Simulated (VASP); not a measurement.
# Y3Si2F (P6/mmm) in VASP: single point with PBE

Aim: the single point of Y3Si2F with PBE.

Program: VASP 6.6.1. These are calculated values, not measurements. Logs are shortened: lines on timing, memory, paths and dates and some standing lists are left out, and cuts for length are marked.

**1. The cell of the first run**

It takes space group P6/mmm (No. 191, hexagonal). Conventional cell: a = 7.443 Å, b = 7.443 Å, c = 3.764 Å, α = 90.00°, β = 90.00°, γ = 120.00°. Y (site symmetry mmm) has 4 Si at 2.86 Å and 6 Y at 3.72 to 3.76 Å within 3.8 Å. Within 3.8 Å of Si (site symmetry -6m2) lie 6 Y at 2.86 Å and 2 Si at 3.76 Å. Within 4.9 Å of F (site symmetry 6/mmm) lie 2 F at 3.76 Å and 12 Y at 4.17 Å and 6 Si at 4.30 Å.

The cell was built from a structure type or drawn by symmetry, and may not be a known phase.

**2. Single point, PBE**

The input, INCAR:

```
  PREC = Accurate
  ENCUT = 520
  EDIFF = 1E-7
  ISMEAR = 0
  SIGMA = 0.01
  LREAL = False
  LASPH = True
  NELM = 60
  ALGO = Normal
  ISIF = 2
  LWAVE = False
  LCHARG = False
  GGA = PE
  NBANDS = 33
```

The input, KPOINTS:

```
regular mesh
0
Gamma
  6 6 10
```

The input, POSCAR:

```
Y3Si2F
1.0
    7.4428035535      0.0000000000      0.0000000000
   -3.7214017768      6.4456569527      0.0000000000
    0.0000000000      0.0000000000      3.7637117914
Y Si F
3 2 1
Direct
    0.5000000000      0.0000000000      0.5000000000
    0.5000000000      0.5000000000      0.5000000000
    0.0000000000      0.5000000000      0.5000000000
    0.3333333333      0.6666666667      0.0000000000
    0.6666666667      0.3333333333      0.0000000000
    0.0000000000      0.0000000000      0.0000000000
```

Potentials or basis: VASP PAW PBE potentials, release 64 (Y_sv, Si, F).

Started as:

```sh
> cat potpaw_PBE.64/Y_sv/POTCAR potpaw_PBE.64/Si/POTCAR potpaw_PBE.64/F/POTCAR > POTCAR
> mpirun -np 1 vasp_std > vasp.out
```

OUTCAR:

```text
PREC = Accurate
   ENCUT = 520
   EDIFF = 1E-7
   ISMEAR = 0
   LREAL = False
   LASPH = True
   NELM = 60
   ISIF = 2
   GGA = PE

 ion  position               nearest neighbor table
   1  0.500  0.000  0.500-   4 2.86   5 2.86   4 2.86   5 2.86   3 3.72   3 3.72   2 3.72   2 3.72

   2  0.500  0.500  0.500-   4 2.86   5 2.86   4 2.86   5 2.86   3 3.72   3 3.72   1 3.72   1 3.72

   3  0.000  0.500  0.500-   4 2.86   5 2.86   4 2.86   5 2.86   1 3.72   1 3.72   2 3.72   2 3.72

   4  0.333  0.667  0.000-   3 2.86   3 2.86   1 2.86   1 2.86   2 2.86   2 2.86
   5  0.667  0.333  0.000-   3 2.86   3 2.86   1 2.86   1 2.86   2 2.86   2 2.86
   6  0.000  0.000  0.000-

  LATTYP: Found a hexagonal cell.
 ALAT       =     7.4428035535
 C/A-ratio  =     0.5056846878

  Lattice vectors:

 A1 = (   7.4428035535,   0.0000000000,   0.0000000000)
 A2 = (  -3.7214017768,   6.4456569527,   0.0000000000)
 A3 = (   0.0000000000,   0.0000000000,   3.7637117914)

Analysis of symmetry for initial positions (statically):
=====================================================================
 Subroutine PRICEL returns:
 Original cell was already a primitive cell.

 Routine SETGRP: Setting up the symmetry group for a
 hexagonal supercell.

 Subroutine GETGRP returns: Found 24 space group operations
 (whereof 24 operations were pure point group operations)
 out of a pool of 24 trial point group operations.

The static configuration has the point symmetry D_6h.

Analysis of symmetry for dynamics (positions and initial velocities):
=====================================================================
 Subroutine PRICEL returns:
 Original cell was already a primitive cell.

 Routine SETGRP: Setting up the symmetry group for a
 hexagonal supercell.

 Subroutine GETGRP returns: Found 24 space group operations
 (whereof 24 operations were pure point group operations)
 out of a pool of 24 trial point group operations.

The dynamic configuration has the point symmetry D_6h.

 Subroutine INISYM returns: Found 24 space group operations
 (whereof 24 operations are pure point group operations),
 and found     1 'primitive' translations

----------------------------------------------------------------------------------------

                                     Primitive cell

  volume of cell :     180.5594

[... 98 lines left out ...]
   EDIFFG = 0.1E-05   stopping-criterion for IOM
   NSW    =      0    number of steps for IOM
   IBRION =     -1    ionic relax: 0-MD 1-quasi-New 2-CG
   NFREE  =      0    steps in history (QN), initial steepest desc. (CG)
   ISIF   =      2    stress and relaxation
   ISYM   =      2    0-nonsym 1-usesym 2-fastsym
   POTIM  = 0.5000    time-step for ionic-motion
   TEBEG  =    0.0;   TEEND  =   0.0 temperature during run
   PSTRESS=    0.0 pullay stress
   NELECT =      48.0000    total number of electrons
   NUPDOWN=      -1.0000    fix difference up-down
   EMIN   =  10.00;   EMAX   =-10.00  energy-range for DOS
   EFERMI =   0.00;   METHOD = LEGACY
   ISMEAR =     0;   SIGMA  =   0.01  broadening in eV -4-tet -1-fermi 0-gaus
   EFERMI_NEDOS =   21; number of points for ismear=-14 and -15
   IALGO  =     38    algorithm
   IMIX   =      4    mixing-type and parameters
     AMIX     =   0.40;   BMIX     =  1.00
     AMIX_MAG =   1.60;   BMIX_MAG =  1.00
  volume/ion in A,a.u.               =      30.09       203.08
  Fermi-wavevector in a.u.,A,eV,Ry     =   1.052645  1.989210 15.076088  1.108061
  Thomas-Fermi vector in A             =   2.187736
   LORBIT       =      0    0 simple, 1 ext, 2 COOP (PROOUT), +10 PAW based schemes
   GGA     = PE    functional components
   LHFCALC =     F    Hartree Fock is set to
   AEXX    =    0.0000 exact exchange contribution
   IVDW    =     0    specifies the selected vdW correction
   LEPSILON=     F    determine dielectric tensor
   LRPA    =     F    only Hartree local field effects (RPA)
 non-spin polarized calculation
 Gauss-broadening in eV      SIGMA  =   0.01
  energy-cutoff  :      520.00
  volume of cell :      180.56
 maximum number of plane-waves:      4896
 NGX is ok and might be reduce to    56
   NGX = 27   NGY = 27   NGZ = 13

 number of electron      48.0000005 magnetization

 Free energy of the ion-electron system (eV)
  ---------------------------------------------------
  ext. energy  EPLUGINS =         0.00000000
  ---------------------------------------------------
  free energy    TOTEN  =       -35.38763630 eV

  energy without entropy =      -35.38763630  energy(sigma->0) =      -35.38763630

 E-fermi :   1.9602     XC(G=0):  -8.2438

 val. band max:        1.8598095784   @ k =   0.3333   0.1667   0.0000
 cond. band min:       2.0528168280   @ k =   0.0000   0.0000   0.5000
 fundamental gap:      0.1930072495
 Fermi energy:         1.9601747381

 k-point     1 :       0.0000    0.0000    0.0000
  band No.  band energies     occupation
      1     -41.1105      2.00000
      2     -41.0893      2.00000
      3     -41.0893      2.00000
      4     -21.3706      2.00000
      5     -21.3706      2.00000
      6     -21.2636      2.00000
[... 853 lines left out ...]
     32       4.3025      0.00000
     33       4.8994      0.00000

 [... further k-points ...]

------------------------ aborting loop because EDIFF is reached ----------------------------------------

  FORCE on cell =-STRESS in cart. coord.  units (eV):
  Direction    XX          YY          ZZ          XY          YZ          ZX
  --------------------------------------------------------------------------------------
  -------------------------------------------------------------------------------------
  Total       -0.0566870     -0.0566870     -0.1106719      0.0000000      0.0000000     -0.0000000
  in kB       -0.5030069     -0.5030069     -0.9820371      0.0000000      0.0000000     -0.0000000
  external PRESSURE =      -0.6626836 kB  Pullay stress =       0.0000000 kB

 VOLUME and BASIS-vectors are now :
 -----------------------------------------------------------------------------
  energy-cutoff  :      520.00
  volume of cell :      180.56
      direct lattice vectors                 reciprocal lattice vectors
     7.442803554  0.000000000  0.000000000     0.134357973  0.077571612  0.000000000
    -3.721401777  6.445656953  0.000000000     0.000000000  0.155143224  0.000000000
     0.000000000  0.000000000  3.763711791     0.000000000  0.000000000  0.265695158

 POSITION                                       TOTAL-FORCE (eV/Angst)
 -----------------------------------------------------------------------------------
      3.72140      0.00000      1.88186        -0.000000      0.000000      0.000000
      1.86070      3.22283      1.88186        -0.000000      0.000000      0.000000
     -1.86070      3.22283      1.88186        -0.000000      0.000000      0.000000
     -0.00000      4.29710      0.00000        -0.000000     -0.000000      0.000000
      3.72140      2.14855      0.00000         0.000000      0.000000      0.000000
      0.00000      0.00000      0.00000        -0.000000      0.000000      0.000000
 -----------------------------------------------------------------------------------
    total drift:                               -0.000000      0.000000     -0.000000

  FREE ENERGIE OF THE ION-ELECTRON SYSTEM (eV)
  ---------------------------------------------------
  free  energy   TOTEN  =       -35.3876363017 eV

  energy  without entropy=      -35.3876363017  energy(sigma->0) =      -35.38763630
```

OSZICAR:

```text
N       E                     dE             d eps       ncg     rms          rms(c)
DAV:   1     0.252728186104E+03    0.25273E+03   -0.21796E+04  2780   0.131E+03
DAV:   2    -0.170650106416E+02   -0.26979E+03   -0.25357E+03  3309   0.313E+02
DAV:   3    -0.399569453801E+02   -0.22892E+02   -0.22506E+02  4246   0.629E+01
[... 10 lines left out ...]
DAV:  14    -0.353876438182E+02   -0.94813E-04   -0.11965E-04  3243   0.517E-02    0.397E-02
DAV:  15    -0.353876357935E+02    0.80247E-05   -0.67107E-05  3486   0.386E-02    0.168E-02
DAV:  16    -0.353876362563E+02   -0.46289E-06   -0.51965E-06  3102   0.102E-02    0.107E-02
DAV:  17    -0.353876362136E+02    0.42701E-07   -0.21155E-06  3385   0.791E-03    0.199E-03
DAV:  18    -0.353876363335E+02   -0.11982E-06   -0.22370E-07  2829   0.206E-03    0.402E-03
DAV:  19    -0.353876363017E+02    0.31771E-07   -0.26605E-08  2035   0.887E-04
   1 F= -.35387636E+02 E0= -.35387636E+02  d E =-.166934E-41
```

It took 4.6 min on 1 thread of AMD EPYC 7R13 (Zen 3), shared host; peak memory 0.39 GiB.

What came out:

* Free energy: -35.3876 eV
* Pressure: -0.1 GPa
* Band gap on the k mesh: 0.19 eV (least direct gap 0.22 eV)
